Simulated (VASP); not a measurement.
Set up this calculation in VASP 6.6.1, as the native input.

```yaml
Task: single point
Functional: PBEsol
Potentials_or_basis: VASP PAW PBE potentials, release 64 (Ag)
Cutoff: 520 eV
k_mesh: 1 × 2 × 1
Occupations: fermi-dirac, width 0.05 eV
Spin: no spin polarisation
Dipole_correction: no
Further_INCAR_settings: LREAL = Auto; ALGO = Normal; EDIFF = 1e-06; NBANDS = 120
```

The structure of Ag lies in POSCAR:

```
Ag
1.0
   12.2700000000      0.0000000000      0.0000000000
    0.0000000000      5.7841330000      0.0000000000
    0.0000000000      0.0000000000     15.8920670000
Ag
19
Direct
    0.0000000000      0.0000000000      0.0629244767
    0.3333333333      0.0000000000      0.0629244767
    0.6666666667      0.0000000000      0.0629244767
    0.0000000000      0.5000057917      0.0629244767
    0.3333333333      0.5000057917      0.0629244767
    0.6666666667      0.5000057917      0.0629244767
    0.1828280359      0.2681127837      0.1582487665
    0.5064303178      0.2592264044      0.1747475643
    0.8442135289      0.2057006642      0.1439523254
    0.1858353708      0.7660093570      0.1381884433
    0.4794132029      0.7495332490      0.1785041556
    0.8369926650      0.7416841902      0.1579907762
    0.0129910350      0.0026278787      0.2309076598
    0.3149877751      0.0975427086      0.2834936450
    0.6752567237      0.0102348961      0.2546301875
    0.0380114099      0.5364848976      0.2624013604
    0.3401711491      0.5979115625      0.2850793418
    0.6802607987      0.4855005927      0.2321283946
    0.8527791361      0.7695535355      0.3331033024
```

The input as run:

INCAR

```
ALGO = Normal
EDIFF = 1E-6
ENCUT = 520
GGA = PS
ISIF = 2
ISMEAR = -1
LASPH = T
LCHARG = T
LELF = T
LREAL = Auto
LVHAR = T
LWAVE = F
NBANDS = 120
NELM = 80
PREC = Accurate
SIGMA = 0.05
```

KPOINTS

```
k-points
0
Gamma
  1 2 1
```

Potentials or basis: VASP PAW PBE potentials, release 64 (Ag).

Run with:

```bash
$ cat potpaw_PBE.64/Ag/POTCAR > POTCAR
$ mpirun -np 1 vasp_std > vasp.out
```

Results of the run:

| Item | Value |
| --- | --- |
| Largest force | 1.511 eV/Å |

Caveat: the k points lie up to 0.54 Å⁻¹ apart; the PAW data sets were made with another functional, which shifts forces and pressure a little.

Wall time 9.9 min on 1 thread of Intel(R) Xeon(R) Platinum 8488C (Sapphire Rapids), with other jobs on the host, peak memory 1 GiB.
